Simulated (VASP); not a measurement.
Write the native input for VASP 6.6.1 that does the following.

| Quantity | Value |
| --- | --- |
| Task | single point |
| Functional | LDA |
| Potentials or basis | VASP PAW LDA potentials, release 64 (Be, Te) |
| Cutoff | 600 eV |
| k mesh | 8 × 8 × 8 |
| Occupations | gaussian, width 0.02 eV |
| Spin | no spin polarisation |
| Dipole correction | no |
| Further INCAR settings | ALGO = Normal; EDIFF = 1e-06; NBANDS = 11 |

The structure of BeTe lies in POSCAR:

```
BeTe
1.0
    0.0000000000      2.7774117840      2.7774117840
    2.7774117840      0.0000000000      2.7774117840
    2.7774117840      2.7774117840      0.0000000000
Be Te
1 1
Direct
    0.0000000000      0.0000000000      0.0000000000
    0.2500000000      0.2500000000      0.2500000000
```

The input as run:

INCAR

```
SYSTEM = BeTe
PREC     = Accurate       ! precision mode
ENCUT    = 600            ! plane-wave cutoff, eV
EDIFF    = 1E-6           ! SCF threshold, eV
ISMEAR   = 0              ! smearing method
SIGMA    = 0.02           ! smearing width, eV
LREAL    = .False.        ! projectors in reciprocal space
LASPH    = .True.         ! aspherical terms in the spheres
NELM     = 120            ! most SCF steps
ALGO     = Normal         ! electronic algorithm
ISIF     = 2              ! what is computed and relaxed
LWAVE    = .False.        ! write WAVECAR
LCHARG   = .False.        ! write CHGCAR
GGA      = CA             ! functional
NBANDS   = 11             ! bands
GGA_COMPAT= .False.
```

KPOINTS

```
Automatic mesh
0
Gamma
  8 8 8
  0 0 0
```

Potentials or basis: VASP PAW LDA potentials, release 64 (Be, Te).

Run with:

```console
$ cat potpaw_LDA.64/Be/POTCAR potpaw_LDA.64/Te/POTCAR > POTCAR
$ mpirun -np 1 vasp_std > vasp.out
```

It gave:

```json
{"Pressure": "0.3 GPa", "Band gap on the k mesh": "1.77 eV (least direct gap 3.55 eV)"}
```

Caveat: spin-orbit coupling is left out, which moves the levels of the heavy elements.

It took 16 s on 1 thread of Intel Xeon 8259CL, with other jobs on the host, peak memory 0.16 GiB.
